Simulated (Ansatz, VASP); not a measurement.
One calculation of Sc4Ta, two programs

```
CELL_PARAMETERS angstrom
6.09044 0.00000 0.00000
-3.04522 5.27447 0.00000
0.00000 0.00000 4.76418
ATOMIC_POSITIONS crystal
Sc 0.50000 0.00000 0.00000
Sc 0.00000 0.50000 0.00000
Sc 0.50000 0.50000 0.00000
Sc 0.00000 0.00000 0.00000
Ta 0.00000 0.00000 0.50000
```

Alike in both runs: task relaxation of cell and atoms; functional PBE; k mesh 6 × 6 × 8; occupations gaussian, width 0.1 eV; no spin polarisation.

```csv
,VASP,Ansatz
version,VASP 6.6.1,Ansatz 0.2.0
potentials or method,"VASP PAW PBE potentials, release 64 (Sc_sv, Ta_pv), cutoff 600 eV","scalar-relativistic, plane waves, PAW"
valence electrons in the cell,55,57
```

```csv
,VASP,Ansatz,Ansatz less VASP
"gap on the k mesh at the Fermi level, each at its own relaxed structure (eV)",none,none,-
relaxed volume (Å³/atom),30.45,30.36,-0.088
relaxed length of the cell vector where the two differ most in proportion (Å),4.717,4.706,-0.0117
```

A gap of «none» marks a metal or a gap that the smearing closes. VASP's potentials hold 55 valence electrons a cell and Ansatz's 57, so a difference there can come from the potentials and not from the codes.

Neither program's run includes spin-orbit coupling.
